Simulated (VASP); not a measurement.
# MoS2: single point with PBE+D3(BJ)

MoS2:

```
Mo S
1.0
     3.14936    0.00000    0.00000
    -1.57468    2.72742    0.00000
     0.00000    0.00000   12.09177
Mo S
2 4
Direct
  0.33333 0.66667 0.25000
  0.66667 0.33333 0.75000
  0.33333 0.66667 0.62380
  0.66667 0.33333 0.12380
  0.33333 0.66667 0.87620
  0.66667 0.33333 0.37620
```

This cell differs from its parent crystal: mode 10 frozen in at +0.000 Å and mode 16 at +0.040 Å (largest displacements).

| Property | Result |
| --- | --- |
| Program | VASP 6.6.1 |
| Task | single point |
| Functional | PBE |
| Dispersion | D3(BJ) |
| Potentials or basis | VASP PAW PBE potentials, release 64 (Mo_sv, S) |
| Cutoff | 520 eV |
| k mesh | 12 × 12 × 4 |
| Occupations | gaussian, width 0.05 eV |
| Spin | no spin polarisation |
| Dipole correction | no |
| Further INCAR settings | ALGO = Normal; EDIFF = 1e-07; NBANDS = 35 |

The pressure is 4.0 GPa, the largest force is 0.815 eV/Å and the band gap on the k mesh is 0.83 eV, indirect (least direct gap 1.65 eV). The dispersion energy per atom is -0.437 eV.

Forces on the atoms (eV/Å):
```
Mo   0.000  0.000  0.000
Mo   0.000  0.000  0.000
S    0.000  0.000 -0.815
S    0.000  0.000 -0.815
S    0.000  0.000  0.815
S    0.000  0.000  0.815
```

Stress tensor (GPa, compression positive):
```
2.53 0.00 0.00
0.00 2.53 0.00
0.00 0.00 6.94
```

Levels at points of the mesh, in eV from the valence-band top:
```csv
k point,band 23,band 24,band 25,band 26,band 27,band 28,band 29,band 30
"(0.00, 0.00, 0.00)",-2.44,-1.24,-1.21,0.00,2.01,2.01,2.03,2.03
"(0.50, 0.00, 0.00)",-1.98,-1.77,-1.59,-1.44,1.47,1.52,1.93,2.18
"(0.00, 0.00, 0.50)",-2.47,-2.47,-0.28,-0.28,2.01,2.01,2.01,2.01
"(0.50, 0.00, 0.50)",-1.88,-1.88,-1.50,-1.50,1.50,1.50,2.07,2.07
```

Wall time 74 s on 1 thread of Intel(R) Xeon(R) 6975P-C (Granite Rapids) (shared host), peak memory 0.32 GiB.

Caveat: the cell differs from its parent crystal (mode 10 frozen in at +0.000 Å and mode 16 at +0.040 Å (largest displacements)). A k mesh can miss the band edges.
